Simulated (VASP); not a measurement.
Wanted: the native input for a VASP 6.6.1 run.

```
Task                   : relaxation of shape and atoms at fixed volume
Functional             : PBE
Potentials or basis    : VASP PAW PBE potentials, release 64 (Mo_sv, Se)
Cutoff                 : 500 eV
k mesh                 : 9 × 9 × 2
Occupations            : gaussian, width 0.02 eV
Spin                   : no spin polarisation
Dipole correction      : no
Further INCAR settings : ALGO = Normal; EDIFF = 1e-07; IBRION = 2; EDIFFG = -0.01; NSW = 50; ISIF = 4
```

The structure of MoSe2 lies in POSCAR:

```
MoSe2
1.0
    3.3526481000      0.0000000000      0.0000000000
   -1.6763240500      2.9034784245      0.0000000000
    0.0000000000      0.0000000000     16.1847576582
Mo Se
2 4
Direct
    0.3333333333      0.6666666667      0.2500000000
    0.6666666667      0.3333333333      0.7500000000
    0.3333333333      0.6666666667      0.6459381671
    0.6666666667      0.3333333333      0.1459381671
    0.3333333333      0.6666666667      0.8540618329
    0.6666666667      0.3333333333      0.3540618329
```

These files were run (other wordings do the same):

INCAR

```
SYSTEM = MoSe2
PREC = Accurate
ENCUT = 500
EDIFF = 1E-7
ISMEAR = 0
SIGMA = 0.02
LREAL = .FALSE.
LASPH = .TRUE.
NELM = 120
ALGO = Normal
ISIF = 4
LWAVE = .FALSE.
LCHARG = .FALSE.
GGA = PE
IBRION = 2
NSW = 50
EDIFFG = -0.01
GGA_COMPAT = .FALSE.
NELMIN = 4
```

KPOINTS

```
regular mesh
0
G
  9 9 2
  0 0 0
```

Potentials or basis: VASP PAW PBE potentials, release 64 (Mo_sv, Se).

The run is started by

```console
$ cat potpaw_PBE.64/Mo_sv/POTCAR potpaw_PBE.64/Se/POTCAR > POTCAR
$ mpirun -np 1 vasp_std > vasp.out
```

It gave:

| Property | Result |
| --- | --- |
| Energy gained by relaxing | 5.2 meV/atom |
| Ionic steps | 8 |
| Pressure after relaxing | -0.1 GPa |
| Band gap on the k mesh | 1.44 eV |

Caveat: this functional lacks dispersion, which binds layers or chains, so the pressure and a relaxed spacing across them are unreliable.

Wall time 13 min on 1 thread of Oxide Virtual Turin-like Processor (shared host), peak memory 0.27 GiB.
